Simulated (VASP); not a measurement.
Ag2O:

```
Ag O
1.0
     4.71800    0.00000    0.00000
     0.00000    4.71800    0.00000
     0.00000    0.00000    4.71800
Ag O
4 2
Direct
  0.25000 0.25000 0.25000
  0.25000 0.75000 0.75000
  0.75000 0.75000 0.25000
  0.75000 0.25000 0.75000
  0.00000 0.00000 0.00000
  0.50000 0.50000 0.50000
```

Base run:

* Program: VASP 6.6.1
* Functional: PBE
* Potentials or basis: VASP PAW PBE potentials, release 64 (Ag, O)
* Cutoff: 600 eV
* k mesh: 4 × 4 × 4
* Occupations: gaussian, width 0.01 eV
* Spin: no spin polarisation

Its results: band gap on the k mesh 0.04 eV, direct; pressure 4.7 GPa.

**Question.** After a change of settings the same cell gave: band gap on the k mesh 0.03 eV, direct; pressure 5.9 GPa. Which change was it?
A. k mesh from 4 × 4 × 4 to 6 × 6 × 6
B. k mesh from 4 × 4 × 4 to 5 × 5 × 5
C. k mesh from 4 × 4 × 4 to 2 × 2 × 2
D. k mesh from 4 × 4 × 4 to 3 × 3 × 3

**Answer.** C.

Caveats: some runs use coarse meshes.
